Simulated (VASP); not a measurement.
Input of a VASP 6.6.1 run:

File INCAR:

```
SYSTEM = Ge
PREC = Accurate ; ENCUT = 500
EDIFF = 1E-6 ; ISMEAR = 0
SIGMA = 0.1 ; LREAL = .FALSE.
LASPH = .TRUE. ; NELM = 120
ALGO = Normal ; ISIF = 2
LWAVE = .FALSE. ; LCHARG = .FALSE.
GGA = PE ; NBANDS = 51
GGA_COMPAT = .FALSE.
```

KPOINTS

```
Automatic mesh
0
G
  12 12 4
  0 0 0
```

File POSCAR:

```
Ge
1.0
    4.0740339103      0.0000000293      0.0000000000
   -2.0370169805      3.5282168476      0.0000000000
    0.0000000000      0.0000000000      9.9793043594
Ge
6
Direct
    0.0000000000      0.0000000000      0.0000019167
    0.6666666667      0.3333333333      0.0833314167
    0.6666666667      0.3333333333      0.3333352500
    0.3333333333      0.6666666667      0.4166647500
    0.3333333333      0.6666666667      0.6666685833
    1.0000000000      0.0000000000      0.7499980833
```

Potentials or basis: VASP PAW PBE potentials, release 64 (Ge_d).

Launch:

```console
$ cat potpaw_PBE.64/Ge_d/POTCAR > POTCAR
$ mpirun -np 1 vasp_std > vasp.out
```

Question: Estimate the band gap on the k mesh.

Answer: Zero (filled and empty bands touch).

Question: Estimate the pressure.

Answer: -0.1 GPa.

Caveat: semilocal functionals underestimate gaps, and a narrow one can read as zero.
